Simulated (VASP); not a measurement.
Input of a VASP 6.6.1 run:

INCAR

```
PREC = Accurate
ENCUT = 520
EDIFF = 1E-7
ISMEAR = 0
SIGMA = 0.1
LREAL = F
LASPH = T
NELM = 80
ALGO = Normal
ISIF = 2
LWAVE = F
LCHARG = T
GGA = CA
LELF = T
LVHAR = T
NBANDS = 16
```

The input KPOINTS:

```
Automatic mesh
0
Gamma
  6 6 6
```

File POSCAR:

```
GaP
1.0
    0.0000000000      2.7258124900      2.7258124900
    2.7258124900      0.0000000000      2.7258124900
    2.7258124900      2.7258124900      0.0000000000
Ga P
1 1
Direct
    0.0000000000      0.0000000000      0.0000000000
    0.7500000000      0.7500000000      0.7500000000
```

Potentials or basis: VASP PAW LDA potentials, release 64 (Ga_d, P).

Command:

```bash
$ cat potpaw_LDA.64/Ga_d/POTCAR potpaw_LDA.64/P/POTCAR > POTCAR
$ mpirun -np 1 vasp_std > vasp.out
```

Question: Estimate the band gap on the k mesh.

Answer: 1.49 eV, indirect (least direct gap 1.63 eV).

Question: Predict the pressure.

Answer: -2.7 GPa.

A k mesh can miss the band edges.
